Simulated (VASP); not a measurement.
Input of a VASP 6.6.1 run:

File INCAR:

```
ALGO     = Normal         # electronic algorithm
EDIFF    = 1E-6           # SCF threshold, eV
ENCUT    = 520            # plane-wave cutoff, eV
GGA      = PE             # functional
ISIF     = 2              # what is computed and relaxed
ISMEAR   = -1             # smearing method
LASPH    = T              # aspherical terms in the spheres
LCHARG   = T              # write CHGCAR
LELF     = T              # ELF
LREAL    = F              # projectors in reciprocal space
LVHAR    = T            
LWAVE    = F              # write WAVECAR
NBANDS   = 15             # bands
NELM     = 60             # most SCF steps
PREC     = Accurate       # precision mode
SIGMA    = 0.15           # smearing width, eV
```

KPOINTS

```
k-points
0
Gamma
  16 16 16
```

Contents of POSCAR:

```
TiC
1.0
    0.0000000000      2.1810097503      2.1810097503
    2.1810097503      0.0000000000      2.1810097503
    2.1810097503      2.1810097503      0.0000000000
Ti C
1 1
Direct
    0.0000000000      0.0000000000      0.0000000000
    0.5000000000      0.5000000000      0.5000000000
```

Potentials or basis: VASP PAW PBE potentials, release 64 (Ti_sv, C).

Launch:

```sh
$ cat potpaw_PBE.64/Ti_sv/POTCAR potpaw_PBE.64/C/POTCAR > POTCAR
$ mpirun -np 1 vasp_std > vasp.out
```

Estimate the pressure.

-4.6 GPa.

Predict the band gap on the k mesh.

zero (bands 8 and 9 overlap by 1.09 eV).

Caveat: the cell stands under tension.
